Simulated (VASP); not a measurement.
Wanted: the native input for a VASP 6.6.1 run.

* Task: dielectric tensor
* Functional: LDA
* Potentials or basis: VASP PAW LDA potentials, release 64 (Sn_d, O)
* Cutoff: 520 eV
* k mesh: 5 × 3 × 4
* Occupations: gaussian, width 0.01 eV
* Spin: no spin polarisation
* Dipole correction: no
* Further INCAR settings: ALGO = Normal; EDIFF = 1e-08

The structure of SnO lies in POSCAR:

```
SnO
1.0
    3.3550000000      0.0000000000      0.0000000000
    0.0000000000      5.6741000000      0.0000000000
    0.0000000000      0.0000000000      4.2219700000
Sn O
2 2
Direct
    0.0000000000      0.2319100000      0.5131400000
    0.5000000000      0.7680900000      0.0131400000
    0.0000000000      0.8912500000      0.7368600000
    0.5000000000      0.1087500000      0.2368600000
```

The input as run:

INCAR

```
SYSTEM = SnO
  PREC = Accurate
  ENCUT = 520
  EDIFF = 1E-8
  ISMEAR = 0
  SIGMA = 0.01
  LREAL = .FALSE.
  LASPH = .TRUE.
  NELM = 60
  ALGO = Normal
  ISIF = 2
  LWAVE = .FALSE.
  LCHARG = .FALSE.
  GGA = CA
  LEPSILON = .TRUE.
```

KPOINTS

```
Automatic mesh
0
G
  5 3 4
  0 0 0
```

Potentials or basis: VASP PAW LDA potentials, release 64 (Sn_d, O).

Run with:

```sh
$ cat potpaw_LDA.64/Sn_d/POTCAR potpaw_LDA.64/O/POTCAR > POTCAR
$ mpirun -np 1 vasp_std > vasp.out
```

Results of the run:

```yaml
Band_gap_on_the_k_mesh: 1.56 eV, indirect (least direct gap 2.16 eV)
Electronic_dielectric_tensor_diagonal: 8.32, 6.62, 5.93
Born_charges_mean_of_the_diagonal: Sn +2.56; O -2.56 e
```

Caveat: spin-orbit coupling is left out, which moves the levels of the heavy elements.

Run time: 3.5 min on 1 thread of Intel Xeon 6975P-C (shared host), peak memory 0.29 GiB.
